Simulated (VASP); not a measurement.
Set up this calculation in VASP 6.6.1, as the native input.

```
Task                   : relaxation of cell and atoms
Functional             : PBE
Potentials or basis    : VASP PAW PBE potentials, release 64 (B)
Cutoff                 : 600 eV
k mesh                 : 10 × 10 × 12
Occupations            : gaussian, width 0.1 eV
Spin                   : no spin polarisation
Dipole correction      : no
Further INCAR settings : ALGO = Normal; EDIFF = 1e-06; IBRION = 2; EDIFFG = -0.01; NSW = 100; ISIF = 3
```

The structure of B lies in POSCAR:

```
B
1.0
    3.1621389674     -2.6389731634      0.0000000000
    3.1621389674      2.6389731634      0.0000000000
   -0.9989861808      0.0000000000      3.0888668428
B
8
Direct
    0.2087268922      0.0278894019      0.6542413501
    0.5341966062      0.7197883682      0.4939599231
    0.9721105981      0.7912731078      0.8457586499
    0.2802116318      0.4658033938      0.0060400769
    0.7912731078      0.9721105981      0.3457586499
    0.4658033938      0.2802116318      0.5060400769
    0.0278894019      0.2087268922      0.1542413501
    0.7197883682      0.5341966062      0.9939599231
```

One way to write it, as run:

INCAR

```
ALGO = Normal ; EDIFF = 1E-6
EDIFFG = -0.01 ; ENCUT = 600
GGA = PE ; IBRION = 2
ISIF = 3 ; ISMEAR = 0
LASPH = True ; LCHARG = False
LREAL = False ; LWAVE = False
NELM = 100 ; NSW = 100
PREC = Accurate ; SIGMA = 0.1
```

KPOINTS

```
k-points
0
Gamma
  10 10 12
```

Potentials or basis: VASP PAW PBE potentials, release 64 (B).

Run with:

```bash
$ cat potpaw_PBE.64/B/POTCAR > POTCAR
$ mpirun -np 1 vasp_std > vasp.out
```

Results of the run:

| Item | Value |
| --- | --- |
| Relaxed volume | 6.44 Å³/atom |
| Relaxed cell | a = 4.113 Å, b = 4.113 Å, c = 3.252 Å, α = 103.80°, β = 103.80°, γ = 79.89° |
| Space group after relaxing (to 0.05 Å) | C2/c (No. 15) |
| Energy gained by relaxing | 0.2 meV/atom |
| Ionic steps | 6 |
| Pressure after relaxing | 0.0 GPa |
| Largest force after relaxing | 0.005 eV/Å |
| Band gap on the k mesh | zero (band 12 reaches 9.39 eV, above the bottom of band 13 at 8.22 eV) |

It took 7.4 min on 1 thread of AMD EPYC 9R45 96-Core Processor (Zen 5), with other jobs on the host, peak memory 0.34 GiB.
